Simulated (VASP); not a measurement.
# Mo: single point with PBEsol

Mo:

```xyz
1
Lattice="-1.6038 1.6038 1.4864 1.6038 -1.6038 1.4864 1.6038 1.6038 -1.4864" Properties=species:S:1:pos:R:3 pbc="T T T"
Mo    0.0000    0.0000    0.0000
```

This cell differs from its parent crystal: strain +0.025 along x and y, -0.050 along z.

```
Program                : VASP 6.6.1
Task                   : single point
Functional             : PBEsol
Potentials or basis    : VASP PAW PBE potentials, release 64 (Mo_sv)
Cutoff                 : 520 eV
k mesh                 : 26 × 26 × 26
Occupations            : gaussian, width 0.15 eV
Spin                   : no spin polarisation
Dipole correction      : no
Further INCAR settings : ALGO = Fast; EDIFF = 1e-06; NBANDS = 13
```

```yaml
Pressure: 2.0 GPa
Band_gap_on_the_k_mesh: zero (bands 7 and 8 overlap by 5.42 eV)
```

Stress tensor (GPa, compression positive):
```
-6.06  0.00  0.00
 0.00 -6.06  0.00
 0.00  0.00 18.24
```

Levels at points of the mesh, in eV from the Fermi level:
```csv
k point,band 5,band 6,band 7,band 8,band 9,band 10
"(0.00, 0.00, 0.00)",-7.35,-1.97,-1.03,-1.03,1.03,2.24
"(0.50, 0.00, 0.00)",-5.51,-3.80,1.73,1.94,3.01,4.94
"(0.50, 0.50, 0.00)",-5.39,-2.81,0.95,1.29,2.02,4.82
"(0.50, 0.50, 0.50)",-5.72,-5.52,4.07,4.07,4.35,8.55
```

It took 81 s on 1 thread of Intel(R) Xeon(R) 6975P-C (Granite Rapids), on a shared host, peak memory 0.33 GiB.

Caveat: the cell differs from its parent crystal (strain +0.025 along x and y, -0.050 along z); the stress differs along the axes, from -6 to 18 GPa; the PAW data sets were made with another functional, which shifts forces and pressure a little.
